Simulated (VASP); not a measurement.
# W3O (Pm-3n) in VASP: single point with PBE

Aim: the single point of W3O with PBE.

Everything below comes from runs of VASP 6.6.1. Logs are shortened: lines on timing, memory, paths and dates and some standing lists are left out, and cuts for length are marked.

**1. The cell of the first run**

The structure is cubic, space group Pm-3n (No. 223). The conventional cell has a = 4.885 Å, b = 4.885 Å, c = 4.885 Å, α = 90.00°, β = 90.00°, γ = 90.00°. Within 3.2 Å of W (site symmetry -4m2) lie 10 W at 2.44 to 2.99 Å and 4 O at 2.73 Å. O (site symmetry m-3) has 12 W at 2.73 Å within 3.6 Å.

**2. Single point, PBE**

The input, INCAR:

```
PREC     = Accurate       # precision mode
ENCUT    = 520            # plane-wave cutoff, eV
EDIFF    = 1E-7           # SCF threshold, eV
ISMEAR   = 0              # smearing method
SIGMA    = 0.1            # smearing width, eV
LREAL    = False          # projectors in reciprocal space
LASPH    = True           # aspherical terms in the spheres
NELM     = 80             # most SCF steps
ALGO     = Normal         # electronic algorithm
ISIF     = 2              # what is computed and relaxed
LWAVE    = False          # write WAVECAR
LCHARG   = True           # write CHGCAR
GGA      = PE             # functional
LELF     = True           # ELF
LVHAR    = True         
NBANDS   = 58             # bands
```

The input, KPOINTS:

```
Automatic mesh
0
Gamma
  8 8 8
```

The input, POSCAR:

```
W3O
1.0
    4.8845028678      0.0000000000      0.0000000000
    0.0000000000      4.8845028678      0.0000000000
    0.0000000000      0.0000000000      4.8845028678
W O
6 2
Direct
    0.5000000000      0.7500000000      0.0000000000
    0.0000000000      0.5000000000      0.7500000000
    0.2500000000      0.0000000000      0.5000000000
    0.5000000000      0.2500000000      0.0000000000
    0.0000000000      0.5000000000      0.2500000000
    0.7500000000      0.0000000000      0.5000000000
    0.5000000000      0.5000000000      0.5000000000
    0.0000000000      0.0000000000      0.0000000000
```

Potentials or basis: VASP PAW PBE potentials, release 64 (W_sv, O).

On the command line:

```sh
$ cat potpaw_PBE.64/W_sv/POTCAR potpaw_PBE.64/O/POTCAR > POTCAR
$ mpirun -np 1 vasp_std > vasp.out
```

OUTCAR:

```text
PREC = Accurate
   ENCUT = 520
   EDIFF = 1E-7
   ISMEAR = 0
   LREAL = False
   LASPH = True
   NELM = 80
   ISIF = 2
   GGA = PE

 ion  position               nearest neighbor table
   1  0.500  0.750  0.000-   4 2.44   4 2.44   2 2.99   5 2.99   6 2.99   3 2.99   6 2.99   3 2.99
                             2 2.99   5 2.99
   2  0.000  0.500  0.750-   5 2.44   5 2.44   4 2.99   1 2.99   6 2.99   3 2.99   3 2.99   6 2.99
                             1 2.99   4 2.99
   3  0.250  0.000  0.500-   6 2.44   6 2.44   4 2.99   5 2.99   1 2.99   1 2.99   4 2.99   2 2.99
                             5 2.99   2 2.99
   4  0.500  0.250  0.000-   1 2.44   1 2.44   3 2.99   5 2.99   6 2.99   3 2.99   6 2.99   2 2.99
                             2 2.99   5 2.99
   5  0.000  0.500  0.250-   2 2.44   2 2.44   3 2.99   4 2.99   6 2.99   1 2.99   3 2.99   6 2.99
                             1 2.99   4 2.99
   6  0.750  0.000  0.500-   3 2.44   3 2.44   1 2.99   4 2.99   5 2.99   1 2.99   4 2.99   2 2.99
                             5 2.99   2 2.99
   7  0.500  0.500  0.500-
   8  0.000  0.000  0.000-

  LATTYP: Found a simple cubic cell.
 ALAT       =     4.8845028678

  Lattice vectors:

 A1 = (   4.8845028678,   0.0000000000,   0.0000000000)
 A2 = (   0.0000000000,   4.8845028678,   0.0000000000)
 A3 = (   0.0000000000,   0.0000000000,   4.8845028678)

Analysis of symmetry for initial positions (statically):
=====================================================================
 Subroutine PRICEL returns:
 Original cell was already a primitive cell.

 Routine SETGRP: Setting up the symmetry group for a
 simple cubic supercell.

 Subroutine GETGRP returns: Found 48 space group operations
 (whereof 24 operations were pure point group operations)
 out of a pool of 48 trial point group operations.

The static configuration has the point symmetry T_h .
 The point group associated with its full space group is O_h .

Analysis of symmetry for dynamics (positions and initial velocities):
=====================================================================
 Subroutine PRICEL returns:
 Original cell was already a primitive cell.

 Routine SETGRP: Setting up the symmetry group for a
 simple cubic supercell.

 Subroutine GETGRP returns: Found 48 space group operations
 (whereof 24 operations were pure point group operations)
 out of a pool of 48 trial point group operations.

The dynamic configuration has the point symmetry T_h .
 The point group associated with its full space group is O_h .

 Subroutine INISYM returns: Found 48 space group operations
 (whereof 24 operations are pure point group operations),
 and found     1 'primitive' translations

----------------------------------------------------------------------------------------

                                     Primitive cell

  volume of cell :     116.5363

  direct lattice vectors                    reciprocal lattice vectors
     4.884502868  0.000000000  0.000000000     0.204729125  0.000000000  0.000000000
     0.000000000  4.884502868  0.000000000     0.000000000  0.204729125  0.000000000
     0.000000000  0.000000000  4.884502868     0.000000000  0.000000000  0.204729125

  length of vectors
     4.884502868  4.884502868  4.884502868     0.204729125  0.204729125  0.204729125

  position of ions in fractional coordinates (direct lattice)
     0.500000000  0.750000000  0.000000000
     0.000000000  0.500000000  0.750000000
     0.250000000  0.000000000  0.500000000
     0.500000000  0.250000000  0.000000000
     0.000000000  0.500000000  0.250000000
     0.750000000  0.000000000  0.500000000
     0.500000000  0.500000000  0.500000000
     0.000000000  0.000000000  0.000000000

  ion indices of the primitive-cell ions
   primitive index   ion index
                 1           1
                 2           2
                 3           3
                 4           4
                 5           5
                 6           6
                 7           7
                 8           8

----------------------------------------------------------------------------------------

 KPOINTS: Automatic mesh

Automatic generation of k-mesh.
 Grid dimensions read from file:
 generate k-points for:    8    8    8

 Generating k-lattice:

  Cartesian coordinates                     Fractional coordinates (reciprocal lattice)
     0.025591141  0.000000000  0.000000000     0.125000000  0.000000000  0.000000000
     0.000000000  0.025591141  0.000000000     0.000000000  0.125000000  0.000000000
     0.000000000  0.000000000  0.025591141     0.000000000  0.000000000  0.125000000

  Length of vectors
     0.025591141  0.025591141  0.025591141

  Shift w.r.t. Gamma in fractional coordinates (k-lattice)
     0.000000000  0.000000000  0.000000000

 Subroutine IBZKPT returns following result:
 ===========================================

 Found     35 irreducible k-points:

 Following reciprocal coordinates:
            Coordinates               Weight
  0.000000  0.000000  0.000000      1.000000
  0.125000  0.000000  0.000000      6.000000
  0.250000  0.000000  0.000000      6.000000
  0.375000  0.000000  0.000000      6.000000
  0.500000  0.000000  0.000000      3.000000
  0.125000  0.125000  0.000000     12.000000
[... 16 lines left out ...]
  0.375000  0.375000  0.125000     24.000000
  0.500000  0.375000  0.125000     24.000000
 [... further k-points ...]
   k-points           NKPTS =     35   k-points in BZ     NKDIM =     35   number of bands    NBANDS=     58
   number of dos      NEDOS =    301   number of ions     NIONS =      8
   total plane-waves  NPLWV =  46656
   dimension x,y,z NGX =    36 NGY =   36 NGZ =   36
   dimension x,y,z NGXF=    72 NGYF=   72 NGZF=   72
   ions per type =               6   2
   NGX,Y,Z   is equivalent  to a cutoff of  12.25, 12.25, 12.25 a.u.
   NGXF,Y,Z  is equivalent  to a cutoff of  24.51, 24.51, 24.51 a.u.
 SYSTEM =  unknown system
   PREC   = accura    normal or accurate (medium, high low for compatibility)
   ISTART =      0    job   : 0-new  1-cont  2-samecut
   ICHARG =      2    charge: 1-file 2-atom 10-const
   ISPIN  =      1    spin polarized calculation?
   LNONCOLLINEAR =      F non collinear calculations
   LSORBIT =      F    spin-orbit coupling
   LASPH  =      T    aspherical Exc in radial PAW
   ENCUT  =  520.0 eV  38.22 Ry    6.18 a.u.   9.08  9.08  9.08*2*pi/ulx,y,z
   NELM   =     80;   NELMIN=  2; NELMDL= -5     # of ELM steps
   EDIFF  = 0.1E-06   stopping-criterion for ELM
   LREAL  =      F    real-space projection
   EDIFFG = 0.1E-05   stopping-criterion for IOM
   NSW    =      0    number of steps for IOM
   IBRION =     -1    ionic relax: 0-MD 1-quasi-New 2-CG
   NFREE  =      0    steps in history (QN), initial steepest desc. (CG)
   ISIF   =      2    stress and relaxation
   ISYM   =      2    0-nonsym 1-usesym 2-fastsym
   POTIM  = 0.5000    time-step for ionic-motion
   TEBEG  =    0.0;   TEEND  =   0.0 temperature during run
   PSTRESS=    0.0 pullay stress
   NELECT =      96.0000    total number of electrons
   NUPDOWN=      -1.0000    fix difference up-down
   EMIN   =  10.00;   EMAX   =-10.00  energy-range for DOS
   EFERMI =   0.00;   METHOD = LEGACY
   ISMEAR =     0;   SIGMA  =   0.10  broadening in eV -4-tet -1-fermi 0-gaus
   EFERMI_NEDOS =   21; number of points for ismear=-14 and -15
   IALGO  =     38    algorithm
   IMIX   =      4    mixing-type and parameters
     AMIX     =   0.40;   BMIX     =  1.00
     AMIX_MAG =   1.60;   BMIX_MAG =  1.00
  volume/ion in A,a.u.               =      14.57        98.30
  Fermi-wavevector in a.u.,A,eV,Ry     =   1.534658  2.900083 32.044094  2.355174
  Thomas-Fermi vector in A             =   2.641555
   LORBIT       =      0    0 simple, 1 ext, 2 COOP (PROOUT), +10 PAW based schemes
   GGA     = PE    functional components
   LHFCALC =     F    Hartree Fock is set to
   AEXX    =    0.0000 exact exchange contribution
   IVDW    =     0    specifies the selected vdW correction
   LEPSILON=     F    determine dielectric tensor
   LRPA    =     F    only Hartree local field effects (RPA)
 non-spin polarized calculation
 Gauss-broadening in eV      SIGMA  =   0.10
  energy-cutoff  :      520.00
  volume of cell :      116.54
 maximum number of plane-waves:      3178
   NGX = 19   NGY = 19   NGZ = 19

 number of electron      95.9999997 magnetization

 Free energy of the ion-electron system (eV)
  ---------------------------------------------------
  ext. energy  EPLUGINS =         0.00000000
  ---------------------------------------------------
  free energy    TOTEN  =       -80.82361404 eV

  energy without entropy =      -80.78871789  energy(sigma->0) =      -80.80616596

 E-fermi :   9.8002     XC(G=0): -13.0697

 val. band max:        9.7955615598   @ k =   0.5000   0.3750   0.1250
 cond. band min:       9.8019921769   @ k =   0.1250   0.1250   0.1250
 fundamental gap:      0.0064306172
 Fermi energy:         9.8001702042

 k-point     1 :       0.0000    0.0000    0.0000
  band No.  band energies     occupation
      1     -64.4660      2.00000
      2     -64.4097      2.00000
      3     -64.4097      2.00000
      4     -64.2014      2.00000
      5     -64.2014      2.00000
      6     -64.2014      2.00000
[... 50 lines left out ...]
     57      13.1082      0.00000
     58      13.6804      0.00000

 k-point     2 :       0.1250    0.0000    0.0000
  band No.  band energies     occupation
      1     -64.4619      2.00000
      2     -64.4113      2.00000
      3     -64.4038      2.00000
      4     -64.2101      2.00000
      5     -64.2014      2.00000
      6     -64.2014      2.00000
[... 50 lines left out ...]
     57      12.9082      0.00000
     58      13.5621      0.00000

 k-point     3 :       0.2500    0.0000    0.0000
  band No.  band energies     occupation
      1     -64.4524      2.00000
      2     -64.4158      2.00000
      3     -64.3850      2.00000
      4     -64.2345      2.00000
      5     -64.2015      2.00000
      6     -64.2015      2.00000
[... 1216 lines left out ...]
      3     -64.3479      2.00000
      4     -64.2767      2.00000
      5     -64.2660      2.00000
      6     -64.2102      2.00000
[... 50 lines left out ...]
     57      12.3023      0.00000
     58      12.3564      0.00000

 k-point    24 :       0.5000    0.3750    0.1250
  band No.  band energies     occupation
      1     -64.4205      2.00000
      2     -64.3637      2.00000
      3     -64.3154      2.00000
      4     -64.3135      2.00000
      5     -64.2700      2.00000
      6     -64.2102      2.00000
[... 50 lines left out ...]
     57      12.1266      0.00000
     58      12.2155      0.00000

 [... further k-points ...]
[... 5 lines left out ...]
  --------------------------------------------------------------------------------------
  -------------------------------------------------------------------------------------
  Total        0.5493768      0.5493768      0.5493768     -0.0000000      0.0000000      0.0000000
  in kB        7.5530057      7.5530057      7.5530057     -0.0000000      0.0000000      0.0000000
  external PRESSURE =       7.5530057 kB  Pullay stress =       0.0000000 kB

 VOLUME and BASIS-vectors are now :
 -----------------------------------------------------------------------------
  energy-cutoff  :      520.00
  volume of cell :      116.54
      direct lattice vectors                 reciprocal lattice vectors
     4.884502868  0.000000000  0.000000000     0.204729125  0.000000000  0.000000000
     0.000000000  4.884502868  0.000000000     0.000000000  0.204729125  0.000000000
     0.000000000  0.000000000  4.884502868     0.000000000  0.000000000  0.204729125

 POSITION                                       TOTAL-FORCE (eV/Angst)
 -----------------------------------------------------------------------------------
      2.44225      3.66338      0.00000        -0.000000     -0.000000     -0.000000
      0.00000      2.44225      3.66338         0.000000     -0.000000     -0.000000
      1.22113      0.00000      2.44225         0.000000      0.000000     -0.000000
      2.44225      1.22113      0.00000         0.000000     -0.000000      0.000000
      0.00000      2.44225      1.22113        -0.000000      0.000000      0.000000
      3.66338      0.00000      2.44225        -0.000000     -0.000000      0.000000
      2.44225      2.44225      2.44225        -0.000000     -0.000000     -0.000000
      0.00000      0.00000      0.00000        -0.000000     -0.000000     -0.000000
 -----------------------------------------------------------------------------------
    total drift:                                0.000000      0.000000     -0.000000

  FREE ENERGIE OF THE ION-ELECTRON SYSTEM (eV)
  ---------------------------------------------------
  free  energy   TOTEN  =       -80.8236140388 eV

  energy  without entropy=      -80.7887178890  energy(sigma->0) =      -80.80616596
```

Wall time 1.8 min (1 thread of Intel Xeon 6975P-C (Granite Rapids), shared host); peak memory 0.3 GiB.

Results:

- Free energy: -80.8236 eV
- Pressure: 0.8 GPa
- Band gap on the k mesh: zero (bands 48 and 49 overlap by 0.87 eV)

Caveat: spin-orbit coupling is left out, which moves the levels of the heavy elements.
